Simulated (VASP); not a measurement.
# InSb (F-43m) in VASP: density of states with PBE

Aim: the density of states of InSb with PBE.

Everything below comes from runs of VASP 6.6.1. Logs are shortened: lines on timing, memory, paths and dates and some standing lists are left out, and cuts for length are marked.

## Step 1: The cell of the first run

It takes space group F-43m (No. 216, cubic). Conventional cell: a = 6.555 Å, b = 6.555 Å, c = 6.555 Å, α = 90.00°, β = 90.00°, γ = 90.00°. In (site symmetry -43m) has 4 Sb at 2.84 Å within 3.7 Å. Sb (site symmetry -43m) has 4 In at 2.84 Å within 3.7 Å.

## Step 2: Density of states, PBE

POSCAR reads:

```
InSb
1.0
    0.0000000000      3.2775330000      3.2775330000
    3.2775330000      0.0000000000      3.2775330000
    3.2775330000      3.2775330000      0.0000000000
In Sb
1 1
Direct
    0.0000000000      0.0000000000      0.0000000000
    0.2500000000      0.2500000000      0.2500000000
```

INCAR.step1 reads:

```
SYSTEM = InSb
PREC = Accurate
ENCUT = 520
EDIFF = 1E-6
ISMEAR = -1
SIGMA = 0.1
LREAL = .False.
LASPH = .True.
NELM = 100
ALGO = Normal
ISIF = 2
LWAVE = .False.
LCHARG = .True.
GGA = PE
NBANDS = 16
```

KPOINTS.step1 reads:

```
regular mesh
0
Gamma
  9 9 9
  0 0 0
```

INCAR.step2 reads:

```
SYSTEM = InSb
PREC = Accurate
ENCUT = 520
EDIFF = 1E-6
ISMEAR = -5
SIGMA = 0.1
LREAL = .False.
LASPH = .True.
NELM = 100
ALGO = Normal
ISIF = 2
LWAVE = .False.
LCHARG = .False.
GGA = PE
LORBIT = 11
NEDOS = 1001
ICHARG = 11
```

KPOINTS.step2 reads:

```
regular mesh
0
Gamma
  14 14 14
  0 0 0
```

Potentials or basis: VASP PAW PBE potentials, release 64 (In_d, Sb).

Command:

```
> cat potpaw_PBE.64/In_d/POTCAR potpaw_PBE.64/Sb/POTCAR > POTCAR
> cp INCAR.step1 INCAR
> cp KPOINTS.step1 KPOINTS
> mpirun -np 1 vasp_std > vasp.out
> cp INCAR.step2 INCAR
> cp KPOINTS.step2 KPOINTS
> mpirun -np 1 vasp_std > vasp.out
```

OUTCAR:

```text
SYSTEM = InSb
   PREC = Accurate
   ENCUT = 520
   EDIFF = 1E-6
   ISMEAR = -5
   LREAL = .False.
   LASPH = .True.
   NELM = 100
   ISIF = 2
   GGA = PE
   LORBIT = 11
   ICHARG = 11

 ion  position               nearest neighbor table
   1  0.000  0.000  0.000-   2 2.84   2 2.84   2 2.84   2 2.84
   2  0.250  0.250  0.250-   1 2.84   1 2.84   1 2.84   1 2.84

  LATTYP: Found a face centered cubic cell.
 ALAT       =     6.5550660000

  Lattice vectors:

 A1 = (   0.0000000000,   3.2775330000,   3.2775330000)
 A2 = (   3.2775330000,   0.0000000000,   3.2775330000)
 A3 = (   3.2775330000,   3.2775330000,   0.0000000000)

Analysis of symmetry for initial positions (statically):
=====================================================================
 Subroutine PRICEL returns:
 Original cell was already a primitive cell.

 Routine SETGRP: Setting up the symmetry group for a
 face centered cubic supercell.

 Subroutine GETGRP returns: Found 24 space group operations
 (whereof 24 operations were pure point group operations)
 out of a pool of 48 trial point group operations.

The static configuration has the point symmetry T_d .

Analysis of symmetry for dynamics (positions and initial velocities):
=====================================================================
 Subroutine PRICEL returns:
 Original cell was already a primitive cell.

 Routine SETGRP: Setting up the symmetry group for a
 face centered cubic supercell.

 Subroutine GETGRP returns: Found 24 space group operations
 (whereof 24 operations were pure point group operations)
 out of a pool of 48 trial point group operations.

The dynamic configuration has the point symmetry T_d .

 Subroutine INISYM returns: Found 24 space group operations
 (whereof 24 operations are pure point group operations),
 and found     1 'primitive' translations

----------------------------------------------------------------------------------------

                                     Primitive cell

  volume of cell :      70.4160

  direct lattice vectors                    reciprocal lattice vectors
     0.000000000  3.277533000  3.277533000    -0.152553765  0.152553765  0.152553765
     3.277533000  0.000000000  3.277533000     0.152553765 -0.152553765  0.152553765
     3.277533000  3.277533000  0.000000000     0.152553765  0.152553765 -0.152553765

  length of vectors
     4.635131620  4.635131620  4.635131620     0.264230872  0.264230872  0.264230872

  position of ions in fractional coordinates (direct lattice)
     0.000000000  0.000000000  0.000000000
     0.250000000  0.250000000  0.250000000

  ion indices of the primitive-cell ions
   primitive index   ion index
                 1           1
                 2           2

----------------------------------------------------------------------------------------

 KPOINTS: regular mesh

Automatic generation of k-mesh.
 Grid dimensions read from file:
 generate k-points for:   14   14   14

 Generating k-lattice:

  Cartesian coordinates                     Fractional coordinates (reciprocal lattice)
    -0.010896698  0.010896698  0.010896698     0.071428571  0.000000000  0.000000000
     0.010896698 -0.010896698  0.010896698     0.000000000  0.071428571  0.000000000
     0.010896698  0.010896698 -0.010896698     0.000000000  0.000000000  0.071428571

  Length of vectors
     0.018873634  0.018873634  0.018873634

  Shift w.r.t. Gamma in fractional coordinates (k-lattice)
     0.000000000  0.000000000  0.000000000

 TETIRR: Found    389 inequivalent tetrahedra from    16464

 Subroutine IBZKPT returns following result:
 ===========================================

 Found    104 irreducible k-points:

 Following reciprocal coordinates:
            Coordinates               Weight
  0.000000  0.000000  0.000000      1.000000
  0.071429  0.000000  0.000000      8.000000
  0.142857  0.000000  0.000000      8.000000
  0.214286  0.000000  0.000000      8.000000
  0.285714  0.000000  0.000000      8.000000
  0.357143  0.000000  0.000000      8.000000
[... 16 lines left out ...]
  0.214286  0.142857  0.000000     24.000000
  0.285714  0.142857  0.000000     24.000000
 [... further k-points ...]
   k-points           NKPTS =    104   k-points in BZ     NKDIM =    104   number of bands    NBANDS=     13
   number of dos      NEDOS =   1001   number of ions     NIONS =      2
   total plane-waves  NPLWV =  46656
   dimension x,y,z NGX =    36 NGY =   36 NGZ =   36
   dimension x,y,z NGXF=    72 NGYF=   72 NGZF=   72
   ions per type =               1   1
   NGX,Y,Z   is equivalent  to a cutoff of  12.91, 12.91, 12.91 a.u.
   NGXF,Y,Z  is equivalent  to a cutoff of  25.82, 25.82, 25.82 a.u.
 SYSTEM =  InSb
   PREC   = accura    normal or accurate (medium, high low for compatibility)
   ISTART =      0    job   : 0-new  1-cont  2-samecut
   ICHARG =     11    charge: 1-file 2-atom 10-const
   ISPIN  =      1    spin polarized calculation?
   LNONCOLLINEAR =      F non collinear calculations
   LSORBIT =      F    spin-orbit coupling
   LASPH  =      T    aspherical Exc in radial PAW
   ENCUT  =  520.0 eV  38.22 Ry    6.18 a.u.   8.62  8.62  8.62*2*pi/ulx,y,z
   NELM   =    100;   NELMIN=  2; NELMDL=  0     # of ELM steps
   EDIFF  = 0.1E-05   stopping-criterion for ELM
   LREAL  =      F    real-space projection
   EDIFFG = 0.1E-04   stopping-criterion for IOM
   NSW    =      0    number of steps for IOM
   IBRION =     -1    ionic relax: 0-MD 1-quasi-New 2-CG
   NFREE  =      0    steps in history (QN), initial steepest desc. (CG)
   ISIF   =      2    stress and relaxation
   ISYM   =      2    0-nonsym 1-usesym 2-fastsym
   POTIM  = 0.5000    time-step for ionic-motion
   TEBEG  =    0.0;   TEEND  =   0.0 temperature during run
   PSTRESS=    0.0 pullay stress
   NELECT =      18.0000    total number of electrons
   NUPDOWN=      -1.0000    fix difference up-down
   EMIN   =  10.00;   EMAX   =-10.00  energy-range for DOS
   EFERMI =   0.00;   METHOD = LEGACY
   ISMEAR =    -5;   SIGMA  =   0.10  broadening in eV -4-tet -1-fermi 0-gaus
   EFERMI_NEDOS =   21; number of points for ismear=-14 and -15
   IALGO  =     38    algorithm
   IMIX   =      4    mixing-type and parameters
     AMIX     =   0.40;   BMIX     =  1.00
     AMIX_MAG =   1.60;   BMIX_MAG =  1.00
  volume/ion in A,a.u.               =      35.21       237.60
  Fermi-wavevector in a.u.,A,eV,Ry     =   1.038983  1.963394 14.687305  1.079486
  Thomas-Fermi vector in A             =   2.173493
   LORBIT       =     11    0 simple, 1 ext, 2 COOP (PROOUT), +10 PAW based schemes
   GGA     = PE    functional components
   LHFCALC =     F    Hartree Fock is set to
   AEXX    =    0.0000 exact exchange contribution
   IVDW    =     0    specifies the selected vdW correction
   LEPSILON=     F    determine dielectric tensor
   LRPA    =     F    only Hartree local field effects (RPA)
 non-spin polarized calculation
 Fermi weights with tetrahedron method with Bloechl corrections
  energy-cutoff  :      520.00
  volume of cell :       70.42
 maximum number of plane-waves:      1917

 number of electron      17.9999999 magnetization

 Free energy of the ion-electron system (eV)
  ---------------------------------------------------
  ext. energy  EPLUGINS =         0.00000000
  ---------------------------------------------------
  free energy    TOTEN  =        -6.94220011 eV

  energy without entropy =       -6.94220011  energy(sigma->0) =       -6.94220011

 E-fermi :   4.7433     XC(G=0):  -8.5363

 val. band max:        4.7417578566   @ k =   0.0000   0.0000   0.0000
 cond. band min:       4.7417580848   @ k =   0.0000   0.0000   0.0000
 fundamental gap:      0.0000002282
 Fermi energy:         4.7432694804

 k-point     1 :       0.0000    0.0000    0.0000
  band No.  band energies     occupation
      1      -9.7926      2.00000
      2      -9.7926      2.00000
      3      -9.7926      2.00000
      4      -9.7157      2.00000
      5      -9.7157      2.00000
      6      -5.7582      2.00000
      7       4.3534      2.00000
      8       4.7418      2.00000
      9       4.7418      2.00000
     10       4.7418      0.00001
     11       7.7064      0.00000
     12       7.7064      0.00000
     13       7.7064      0.00000

 k-point     2 :       0.0714    0.0000    0.0000
  band No.  band energies     occupation
      1      -9.7947      2.00000
      2      -9.7917      2.00000
      3      -9.7917      2.00000
      4      -9.7158      2.00000
      5      -9.7158      2.00000
      6      -5.7139      2.00000
      7       3.5928      2.00000
      8       4.6716      2.00000
      9       4.6716      2.00000
     10       5.2923     -0.00000
     11       7.7873      0.00000
     12       7.8054      0.00000
     13       7.8054      0.00000

 k-point     3 :       0.1429    0.0000    0.0000
  band No.  band energies     occupation
      1      -9.8004      2.00000
      2      -9.7890      2.00000
      3      -9.7890      2.00000
      4      -9.7159      2.00000
      5      -9.7159      2.00000
      6      -5.5835      2.00000
      7       2.6082      2.00000
      8       4.4965      2.00000
      9       4.4965      2.00000
     10       5.6099      0.00000
     11       8.0480      0.00000
     12       8.0480      0.00000
     13       8.1797      0.00000
[... 305 lines left out ...]
 k-point    23 :       0.2143    0.1429    0.0000
  band No.  band energies     occupation
      1      -9.8140      2.00000
      2      -9.7823      2.00000
      3      -9.7818      2.00000
      4      -9.7194      2.00000
      5      -9.7135      2.00000
      6      -5.3698      2.00000
      7       1.8832      2.00000
      8       3.8456      2.00000
      9       3.8590      2.00000
     10       6.5408      0.00000
     11       7.1794      0.00000
     12       9.0289      0.00000
     13       9.0578      0.00000

 k-point    24 :       0.2857    0.1429    0.0000
  band No.  band energies     occupation
      1      -9.8216      2.00000
      2      -9.7792      2.00000
      3      -9.7779      2.00000
      4      -9.7201      2.00000
      5      -9.7130      2.00000
      6      -5.1446      2.00000
      7       1.1235      2.00000
      8       3.5499      2.00000
      9       3.6626      2.00000
     10       6.5448      0.00000
     11       7.4783      0.00000
     12       9.2955      0.00000
     13       9.2969      0.00000

 [... further k-points ...]
[... 5 lines left out ...]
  --------------------------------------------------------------------------------------
  -------------------------------------------------------------------------------------
  Total        0.6390256      0.6390256      0.6390256      0.0000000     -0.0000000      0.0000000
  in kB       14.5397723     14.5397723     14.5397723      0.0000000     -0.0000000      0.0000000
  external PRESSURE =      14.5397723 kB  Pullay stress =       0.0000000 kB

 VOLUME and BASIS-vectors are now :
 -----------------------------------------------------------------------------
  energy-cutoff  :      520.00
  volume of cell :       70.42
      direct lattice vectors                 reciprocal lattice vectors
     0.000000000  3.277533000  3.277533000    -0.152553765  0.152553765  0.152553765
     3.277533000  0.000000000  3.277533000     0.152553765 -0.152553765  0.152553765
     3.277533000  3.277533000  0.000000000     0.152553765  0.152553765 -0.152553765

 POSITION                                       TOTAL-FORCE (eV/Angst)
 -----------------------------------------------------------------------------------
      0.00000      0.00000      0.00000        -0.000000     -0.000000      0.000000
      1.63877      1.63877      1.63877         0.000000      0.000000      0.000000
 -----------------------------------------------------------------------------------
    total drift:                               -0.000000     -0.000000     -0.000000

  FREE ENERGIE OF THE ION-ELECTRON SYSTEM (eV)
  ---------------------------------------------------
  free  energy   TOTEN  =        -6.9422001088 eV

  energy  without entropy=       -6.9422001088  energy(sigma->0) =       -6.94220011

 total charge

# of ion       s       p       d       tot
------------------------------------------
    1        0.873   0.684   9.862  11.420
    2        1.139   1.317   0.019   2.474
--------------------------------------------------
tot          2.012   2.001   9.881  13.894
```

Run time: 68 s. Hardware: 1 thread of AMD EPYC 9R45 (Zen 5), shared host; peak memory 0.24 GiB.

Results:

```
Valence electrons inside the program's atomic spheres : In 11.42; Sb 2.47
```

Caveat: spin-orbit coupling is left out, which moves the levels of the heavy elements; tetrahedron occupations give inexact forces and stress in metals.
